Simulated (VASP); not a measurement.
# B4P3 (a cell with a defect) in VASP: single point with PBEsol

Aim: the single point of B4P3 (a cell with a defect) with PBEsol.

Everything below comes from runs of VASP 6.6.1. Logs are shortened: lines on timing, memory, paths and dates and some standing lists are left out, and cuts for length are marked.

**1. The cell of the first run**

The cell holds a defect, 14 atoms: a = 9.040 Å, b = 4.520 Å, c = 4.520 Å, α = 90.00°, β = 90.00°, γ = 90.00°.

**2. Single point, PBEsol, collinear spin**

Contents of INCAR:

```
PREC = Accurate ; ENCUT = 420
EDIFF = 1E-6 ; ISMEAR = -1
SIGMA = 0.05 ; LREAL = False
LASPH = True ; NELM = 200
ALGO = Normal ; ISIF = 2
LWAVE = False ; LCHARG = False
ISPIN = 2 ; MAGMOM = 0.071 0.071 0.071 0.071 0.071 0.071 0.071 0.071 0.071 0.071 0.071 0.071 0.071 0.071
LORBIT = 11 ; GGA = PS
NELECT = 52.0 ; NBANDS = 44
GGA_COMPAT = False
```

Contents of KPOINTS:

```
Automatic mesh
0
Gamma
  2 2 2
  0.5 0.5 0.5
```

Contents of POSCAR:

```
B4P3
1.0
    9.0403780000      0.0000000000      0.0000000000
    0.0000000000      4.5201890000      0.0000000000
    0.0000000000      0.0000000000      4.5201890000
B P
8 6
Direct
    0.0033630000      0.0352880000      0.0139560000
    0.4900900000      0.0016510000      0.9797070000
    0.2590000000      0.4963450000      0.0300050000
    0.7542320000      0.4836590000      0.0079330000
    0.2525970000      0.0305900000      0.4781730000
    0.7389300000      0.9841490000      0.5042060000
    0.9956020000      0.4915600000      0.4973970000
    0.4967690000      0.4659830000      0.5044250000
    0.1390580000      0.2191700000      0.2625120000
    0.8736590000      0.7327120000      0.2430680000
    0.3709300000      0.2651520000      0.7400540000
    0.8843470000      0.2623720000      0.7467540000
    0.1100950000      0.7508760000      0.7420340000
    0.6187490000      0.7432700000      0.7594960000
```

Potentials or basis: VASP PAW PBE potentials, release 64 (B, P).

Run with:

```sh
$ cat potpaw_PBE.64/B/POTCAR potpaw_PBE.64/P/POTCAR > POTCAR
$ mpirun -np 1 vasp_std > vasp.out
```

OUTCAR:

```text
PREC = Accurate
   ENCUT = 420
   EDIFF = 1E-6
   ISMEAR = -1
   LREAL = False
   LASPH = True
   NELM = 200
   ISIF = 2
   ISPIN = 2
   LORBIT = 11
   GGA = PS
   NELECT = 52.0

 ion  position               nearest neighbor table
   1  0.003  0.035  0.014-   9 1.86  12 1.92  13 2.02  10 2.08
   2  0.490  0.002  0.980-  14 1.93  11 1.94
   3  0.259  0.496  0.030-  11 1.96   9 1.96  13 2.20
   4  0.754  0.484  0.008-  10 1.89  12 1.94  14 2.03
   5  0.253  0.031  0.478-   9 1.65  11 1.92  13 2.16
   6  0.739  0.984  0.504-  14 1.92  10 2.04  12 2.12
   7  0.996  0.492  0.497-  12 1.83  13 1.92  10 1.93   9 2.08
   8  0.497  0.466  0.504-  11 1.80  14 2.03
   9  0.139  0.219  0.263-   5 1.65   1 1.86   3 1.96   7 2.08
  10  0.874  0.733  0.243-   4 1.89   7 1.93   6 2.04   1 2.08
  11  0.371  0.265  0.740-   8 1.80   5 1.92   2 1.94   3 1.96
  12  0.884  0.262  0.747-   7 1.83   1 1.92   4 1.94   6 2.12
  13  0.110  0.751  0.742-   7 1.92   1 2.02   5 2.16   3 2.20
  14  0.619  0.743  0.759-   6 1.92   2 1.93   8 2.03   4 2.03

  LATTYP: Found a simple tetragonal cell.
 ALAT       =     4.5201890000
 C/A-ratio  =     2.0000000000

  Lattice vectors:

 A1 = (   0.0000000000,   4.5201890000,   0.0000000000)
 A2 = (   0.0000000000,   0.0000000000,   4.5201890000)
 A3 = (   9.0403780000,   0.0000000000,   0.0000000000)

Analysis of symmetry for initial positions (statically):
=====================================================================
 Subroutine PRICEL returns:
 Original cell was already a primitive cell.

 Routine SETGRP: Setting up the symmetry group for a
 simple tetragonal supercell.

 Subroutine GETGRP returns: Found  1 space group operations
 (whereof  1 operations were pure point group operations)
 out of a pool of 16 trial point group operations.

The static configuration has the point symmetry C_1 .

Analysis of symmetry for dynamics (positions and initial velocities):
=====================================================================
 Subroutine PRICEL returns:
 Original cell was already a primitive cell.

 Routine SETGRP: Setting up the symmetry group for a
 simple tetragonal supercell.

 Subroutine GETGRP returns: Found  1 space group operations
 (whereof  1 operations were pure point group operations)
 out of a pool of 16 trial point group operations.

The dynamic configuration has the point symmetry C_1 .

Analysis of structural, dynamic, and magnetic symmetry:
=====================================================================
 Subroutine PRICEL returns:
 Original cell was already a primitive cell.

 Routine SETGRP: Setting up the symmetry group for a
 simple tetragonal supercell.

 Subroutine GETGRP returns: Found  1 space group operations
 (whereof  1 operations were pure point group operations)
 out of a pool of 16 trial point group operations.

The overall configuration has the point symmetry C_1 .

 Subroutine INISYM returns: Found  1 space group operations
 (whereof  1 operations are pure point group operations),
 and found     1 'primitive' translations

----------------------------------------------------------------------------------------

                                     Primitive cell

  volume of cell :     184.7140

  direct lattice vectors                    reciprocal lattice vectors
     9.040378000  0.000000000  0.000000000     0.110614844  0.000000000  0.000000000
     0.000000000  4.520189000  0.000000000     0.000000000  0.221229688  0.000000000
     0.000000000  0.000000000  4.520189000     0.000000000  0.000000000  0.221229688

  length of vectors
     9.040378000  4.520189000  4.520189000     0.110614844  0.221229688  0.221229688

  position of ions in fractional coordinates (direct lattice)
     0.003363000  0.035288000  0.013956000
     0.490090000  0.001651000  0.979707000
     0.259000000  0.496345000  0.030005000
     0.754232000  0.483659000  0.007933000
[... 78 lines left out ...]
   EDIFF  = 0.1E-05   stopping-criterion for ELM
   LREAL  =      F    real-space projection
   EDIFFG = 0.1E-04   stopping-criterion for IOM
   NSW    =      0    number of steps for IOM
   IBRION =     -1    ionic relax: 0-MD 1-quasi-New 2-CG
   NFREE  =      0    steps in history (QN), initial steepest desc. (CG)
   ISIF   =      2    stress and relaxation
   ISYM   =      2    0-nonsym 1-usesym 2-fastsym
   POTIM  = 0.5000    time-step for ionic-motion
   TEBEG  =    0.0;   TEEND  =   0.0 temperature during run
   PSTRESS=    0.0 pullay stress
   NELECT =      52.0000    total number of electrons
   NUPDOWN=      -1.0000    fix difference up-down
   EMIN   =  10.00;   EMAX   =-10.00  energy-range for DOS
   EFERMI =   0.00;   METHOD = LEGACY
   ISMEAR =    -1;   SIGMA  =   0.05  broadening in eV -4-tet -1-fermi 0-gaus
   EFERMI_NEDOS =   21; number of points for ismear=-14 and -15
   IALGO  =     38    algorithm
   IMIX   =      4    mixing-type and parameters
     AMIX     =   0.40;   BMIX     =  1.00
     AMIX_MAG =   1.60;   BMIX_MAG =  1.00
  volume/ion in A,a.u.               =      13.19        89.04
  Fermi-wavevector in a.u.,A,eV,Ry     =   1.072941  2.027565 15.663072  1.151203
  Thomas-Fermi vector in A             =   2.208726
   LORBIT       =     11    0 simple, 1 ext, 2 COOP (PROOUT), +10 PAW based schemes
   GGA     = PS    functional components
   LHFCALC =     F    Hartree Fock is set to
   AEXX    =    0.0000 exact exchange contribution
   IVDW    =     0    specifies the selected vdW correction
   LEPSILON=     F    determine dielectric tensor
   LRPA    =     F    only Hartree local field effects (RPA)
 spin polarized calculation
  energy-cutoff  :      420.00
  volume of cell :      184.71
 maximum number of plane-waves:      3619
 NGX is ok and might be reduce to    60
   NGX = 31   NGY = 15   NGZ = 15

 number of electron      51.9999999 magnetization      -0.0002787

 number of electron      51.9999999 magnetization       0.0000957

 Free energy of the ion-electron system (eV)
  ---------------------------------------------------
  ext. energy  EPLUGINS =         0.00000000
  ---------------------------------------------------
  free energy    TOTEN  =       -93.66196583 eV

  energy without entropy =      -93.66033357  energy(sigma->0) =      -93.66114970

 E-fermi :   4.8022     XC(G=0): -10.1900

 val. band max:        4.4969468714   @ k =   0.2500   0.2500  -0.2500
 cond. band min:       5.1132374688   @ k =   0.2500  -0.2500   0.2500
 fundamental gap:      0.6162905975
 Fermi energy:         4.8022090294

 spin component 1

 k-point     1 :       0.2500    0.2500    0.2500
  band No.  band energies     occupation
      1      -8.8297      1.00000
      2      -7.9638      1.00000
      3      -6.9251      1.00000
      4      -6.2581      1.00000
      5      -6.0413      1.00000
      6      -5.5838      1.00000
[... 153 lines left out ...]
     37       9.7328      0.00000
     38      10.0720      0.00000
 Fermi energy:         4.8022090294

 spin component 2

 k-point     1 :       0.2500    0.2500    0.2500
  band No.  band energies     occupation
      1      -8.8297      1.00000
      2      -7.9638      1.00000
      3      -6.9251      1.00000
      4      -6.2581      1.00000
      5      -6.0413      1.00000
      6      -5.5838      1.00000
[... 153 lines left out ...]
     37       9.7328      0.00000
     38      10.0720      0.00000
 [bands above 38 left out]

------------------------ aborting loop because EDIFF is reached ----------------------------------------

  FORCE on cell =-STRESS in cart. coord.  units (eV):
  Direction    XX          YY          ZZ          XY          YZ          ZX
  --------------------------------------------------------------------------------------
  -------------------------------------------------------------------------------------
  Total      -25.0913671    -20.2569210    -23.5108588     -1.0824983     -5.1133931      2.6838558
  in kB     -217.6382021   -175.7050484   -203.9291450     -9.3894043    -44.3526920     23.2793039
  external PRESSURE =    -199.0907985 kB  Pullay stress =       0.0000000 kB

 VOLUME and BASIS-vectors are now :
 -----------------------------------------------------------------------------
  energy-cutoff  :      420.00
  volume of cell :      184.71
      direct lattice vectors                 reciprocal lattice vectors
     9.040378000  0.000000000  0.000000000     0.110614844  0.000000000  0.000000000
     0.000000000  4.520189000  0.000000000     0.000000000  0.221229688  0.000000000
     0.000000000  0.000000000  4.520189000     0.000000000  0.000000000  0.221229688

 POSITION                                       TOTAL-FORCE (eV/Angst)
 -----------------------------------------------------------------------------------
      0.03040      0.15951      0.06308        -0.741560     -2.749285     -1.544932
      4.43060      0.00746      4.42846        -0.064055     -0.267941      0.277606
      2.34146      2.24357      0.13563        -1.353888      0.909192     -1.616257
      6.81854      2.18623      0.03586        -0.187568      0.982453     -1.520936
      2.28357      0.13827      2.16143         2.103728     -4.896480      5.388986
      6.68021      4.44854      2.27911         2.181313      0.185823      0.401986
      9.00062      2.22194      2.24833         1.281093      0.820909     -0.535219
      4.49098      2.10633      2.28010         1.814036      1.795418     -0.902125
      1.25714      0.99069      1.18660        -3.010288      5.304225     -3.418566
      7.89821      3.31200      1.09871        -0.877819      1.585492      0.725417
      3.35335      1.19854      3.34518        -0.953426     -1.411565      1.443701
      7.99483      1.18597      3.37547        -3.104967     -1.856016      0.620867
      0.99530      3.39410      3.35413         3.226370      0.725519      1.033439
      5.59372      3.35972      3.43307        -0.312970     -1.127744     -0.353966
 -----------------------------------------------------------------------------------
    total drift:                               -0.000024      0.000182      0.000314

  FREE ENERGIE OF THE ION-ELECTRON SYSTEM (eV)
  ---------------------------------------------------
  free  energy   TOTEN  =       -93.6619658345 eV

  energy  without entropy=      -93.6603335712  energy(sigma->0) =      -93.66114970

 total charge

# of ion       s       p       d       tot
------------------------------------------
    1        0.670   1.206   0.000   1.876
    2        0.711   0.827   0.000   1.538
    3        0.665   0.946   0.000   1.611
    4        0.673   1.035   0.000   1.708
    5        0.715   1.171   0.000   1.886
    6        0.663   0.949   0.000   1.612
    7        0.677   1.258   0.000   1.935
    8        0.706   0.870   0.000   1.577
    9        0.995   1.633   0.000   2.628
   10        0.984   1.505   0.000   2.489
   11        0.987   1.581   0.000   2.567
   12        0.985   1.548   0.000   2.533
   13        0.996   1.436   0.000   2.431
   14        0.983   1.497   0.000   2.481
--------------------------------------------------
tot         11.410  17.463   0.000  28.872

 magnetization (x)

# of ion       s       p       d       tot
------------------------------------------
    1        0.000  -0.000   0.000  -0.000
    2       -0.000  -0.000   0.000  -0.000
    3       -0.000  -0.000   0.000  -0.000
    4        0.000  -0.000   0.000  -0.000
    5       -0.000  -0.000   0.000  -0.000
    6        0.000  -0.000   0.000  -0.000
    7        0.000  -0.000   0.000  -0.000
    8       -0.000  -0.000   0.000  -0.000
    9        0.000  -0.000   0.000  -0.000
   10        0.000  -0.000   0.000  -0.000
   11        0.000  -0.000   0.000   0.000
   12        0.000  -0.000   0.000  -0.000
   13        0.000  -0.000   0.000   0.000
   14        0.000  -0.000   0.000  -0.000
--------------------------------------------------
tot          0.000  -0.000   0.000  -0.000
```

It took 95 s on 1 thread of AMD EPYC 7R43 (Zen 3), shared host; peak memory 0.22 GiB.

Results:

```yaml
Free_energy: -93.6620 eV
Largest_force: 7.579 eV/Å
Net_moment: 0.00 μB per cell
Valence_electrons_inside_the_program's_atomic_spheres: B 1.88, 1.54, 1.61, 1.71, 1.89, 1.94, 1.58 (each value once); P 2.63, 2.49, 2.57, 2.53, 2.43, 2.48
```

Forces on the atoms (eV/Å):
```
B   -0.742 -2.749 -1.545
B   -0.064 -0.268  0.278
B   -1.354  0.909 -1.616
B   -0.188  0.982 -1.521
B    2.104 -4.896  5.389
B    2.181  0.186  0.402
B    1.281  0.821 -0.535
B    1.814  1.795 -0.902
P   -3.010  5.304 -3.419
P   -0.878  1.585  0.725
P   -0.953 -1.412  1.444
P   -3.105 -1.856  0.621
P    3.226  0.726  1.033
P   -0.313 -1.128 -0.354
```

Levels at points of the mesh, in eV from the Fermi level:
Spin up:
| k point | band 22 | band 23 | band 24 | band 25 | band 26 | band 27 | band 28 | band 29 | band 30 | band 31 |
| --- | --- | --- | --- | --- | --- | --- | --- | --- | --- | --- |
| (0.25, 0.25, 0.25) | -1.82 | -1.38 | -1.17 | -0.70 | -0.39 | 0.46 | 0.89 | 1.64 | 1.93 | 2.40 |
Spin down:
```csv
k point,band 24,band 25,band 26,band 27,band 28,band 29
"(0.25, 0.25, 0.25)",-1.17,-0.70,-0.39,0.46,0.89,1.64
```

Caveat: the k points lie up to 0.70 Å⁻¹ apart; the cell carries a net charge on a neutralising background, which shifts energy and pressure; the cell is charged against a uniform background, so pressure and absolute levels hang on convention; the PAW data sets were made with another functional, which shifts forces and pressure a little.
